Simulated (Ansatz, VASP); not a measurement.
## ReAgF6 in VASP and in Ansatz

```
CELL_PARAMETERS angstrom
3.56899 2.06056 2.37107
-3.56899 2.06056 2.37107
0.00000 -4.12112 2.37108
ATOMIC_POSITIONS crystal
F 0.22319 0.92149 0.33165
F 0.33165 0.22319 0.92149
F 0.92149 0.33165 0.22319
F 0.77681 0.07851 0.66835
F 0.66835 0.77681 0.07851
F 0.07851 0.66835 0.77681
Re 0.00000 0.00000 0.00000
Ag 0.50000 0.50000 0.50000
```

Alike in both runs: functional r2SCAN; k mesh 4 × 4 × 4; no spin polarisation.

Ansatz relaxed the structure, and its values are those at the end. VASP's run is a single point on that final structure, the one shown.

|  | VASP | Ansatz |
| --- | --- | --- |
| version | VASP 6.6.1 | Ansatz 0.2.0 |
| potentials or method | VASP PAW PBE potentials, release 64 (F, Re, Ag), cutoff 520 eV | PAW plane waves |
| occupations | fermi-dirac, width 0.1 eV | fermi-dirac |
| valence electrons in the cell | 60 | 76 |

VASP gave:

| Quantity | Value |
| --- | --- |
| gap on the k mesh at the Fermi level (eV) | none |
| pressure (GPa) | 2.2 |
| rms of the force components (eV/Å) | 0.237 |

Question: Which values does Ansatz return?

Answer: gap on the k mesh at the Fermi level (eV): none; pressure (GPa): 0.0; rms of the force components (eV/Å): 0.000.

VASP's potentials were made for PBE, not for r2SCAN. A gap of «none» marks a metal or a gap that the smearing closes. One of these differences is far larger than is usual between the two programs; its cause wasn't traced. VASP's potentials hold 60 valence electrons a cell and Ansatz's 76, so a difference there can come from the potentials and not from the codes. Ansatz's warnings: structure snapped to symmetry.

Spin-orbit coupling is off throughout.
